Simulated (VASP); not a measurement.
Wanted: the native input for a VASP 6.6.1 run.

| Quantity | Value |
| --- | --- |
| Task | single point |
| Functional | r2SCAN |
| Potentials or basis | VASP PAW PBE potentials, release 64 (Zn, S) |
| Cutoff | 520 eV |
| k mesh | 12 × 12 × 4 |
| Occupations | gaussian, width 0.01 eV |
| Spin | no spin polarisation |
| Dipole correction | no |
| Further INCAR settings | ALGO = Normal; EDIFF = 1e-06; NBANDS = 26 |

The system is ZnS.

```
Zn S
1.0
     3.80545    0.00000    0.00000
    -1.90273    3.29562    0.00000
     0.00000    0.00000    6.08789
Zn S
2 2
Direct
  0.33333 0.66667 0.99793
  0.66667 0.33333 0.49793
  0.33333 0.66667 0.37707
  0.66667 0.33333 0.87707
```

This cell differs from its parent crystal: uniaxial z strain -2.5%.

One way to write it, as run:

POSCAR

```
ZnS
1.0
    3.8054508512      0.0000000000      0.0000000000
   -1.9027254256      3.2956171100      0.0000000000
    0.0000000000      0.0000000000      6.0878932727
Zn S
2 2
Direct
    0.3333333333      0.6666666667     -0.0020679217
    0.6666666667      0.3333333333      0.4979320783
    0.3333333333      0.6666666667      0.3770679217
    0.6666666667      0.3333333333      0.8770679217
```

INCAR.step1

```
PREC = Accurate ; ENCUT = 520
ISMEAR = 0 ; SIGMA = 0.01
LREAL = False ; LASPH = True
NELM = 60 ; NBANDS = 26
GGA = PE ; ALGO = Normal
EDIFF = 1E-4 ; LWAVE = True
LCHARG = False
```

INCAR.step2

```
PREC = Accurate ; ENCUT = 520
EDIFF = 1E-6 ; ISMEAR = 0
SIGMA = 0.01 ; LREAL = False
LASPH = True ; NELM = 60
ALGO = Normal ; ISIF = 2
LWAVE = False ; LCHARG = False
METAGGA = R2SCAN ; LMIXTAU = True
NBANDS = 26 ; ISTART = 1
```

KPOINTS

```
Automatic mesh
0
Gamma
  12 12 4
```

Potentials or basis: VASP PAW PBE potentials, release 64 (Zn, S).

Command:

```bash
$ cat potpaw_PBE.64/Zn/POTCAR potpaw_PBE.64/S/POTCAR > POTCAR
$ cp INCAR.step1 INCAR
$ mpirun -np 1 vasp_std > vasp.out
$ cp INCAR.step2 INCAR
$ mpirun -np 1 vasp_std > vasp.out
```

It gave:

```
Pressure               : 2.3 GPa
Band gap on the k mesh : 2.94 eV, direct
```

Caveat: the cell differs from its parent crystal (uniaxial z strain -2.5%); the PAW data sets were made with another functional, which shifts forces and pressure a little.

Run time: 2.5 min on 1 thread of Intel(R) Xeon(R) 6975P-C (Granite Rapids), with other jobs on the host, peak memory 0.25 GiB.
